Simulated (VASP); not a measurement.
A run of VASP 6.6.1 is set up as follows.

Contents of INCAR:

```
ALGO     = Normal         # electronic algorithm
EDIFF    = 1E-6           # SCF threshold, eV
EDIFFG   = -0.01          # ionic threshold
ENCUT    = 600            # plane-wave cutoff, eV
GGA      = PS             # functional
IBRION   = 2              # ionic algorithm
ISIF     = 4              # what is computed and relaxed
ISMEAR   = 0              # smearing method
LASPH    = True           # aspherical terms in the spheres
LCHARG   = False          # write CHGCAR
LREAL    = False          # projectors in reciprocal space
LWAVE    = False          # write WAVECAR
NELM     = 100            # most SCF steps
NSW      = 50             # ionic steps
PREC     = Accurate       # precision mode
SIGMA    = 0.1            # smearing width, eV
```

File KPOINTS:

```
k-points
0
Gamma
  18 18 8
```

The input POSCAR:

```
Ta2C
1.0
    3.1259492372      0.0000000000      0.0000000000
   -1.5629746186      2.7071514503      0.0000000000
    0.0000000000      0.0000000000      4.9698070193
Ta C
2 1
Direct
    0.3333333333      0.6666666667      0.2528761935
    0.6666666667      0.3333333333      0.7471238065
    0.0000000000      0.0000000000      0.0000000000
```

Potentials or basis: VASP PAW PBE potentials, release 64 (Ta_pv, C).

Command:

```bash
$ cat potpaw_PBE.64/Ta_pv/POTCAR potpaw_PBE.64/C/POTCAR > POTCAR
$ mpirun -np 1 vasp_std > vasp.out
```

Q: Predict the band gap on the k mesh.

A: Zero (band 13 reaches 6.73 eV, above the bottom of band 14 at 5.96 eV).

Final structure:
```
Ta C
1.0
     3.12611    0.00000    0.00000
    -1.56305    2.70729    0.00000
     0.00000    0.00000    4.96931
Ta C
2 1
Direct
  0.33333 0.66667 0.25140
  0.66667 0.33333 0.74860
  0.00000 0.00000 0.00000
```

Caveat: spin-orbit coupling is left out, which moves the levels of the heavy elements.
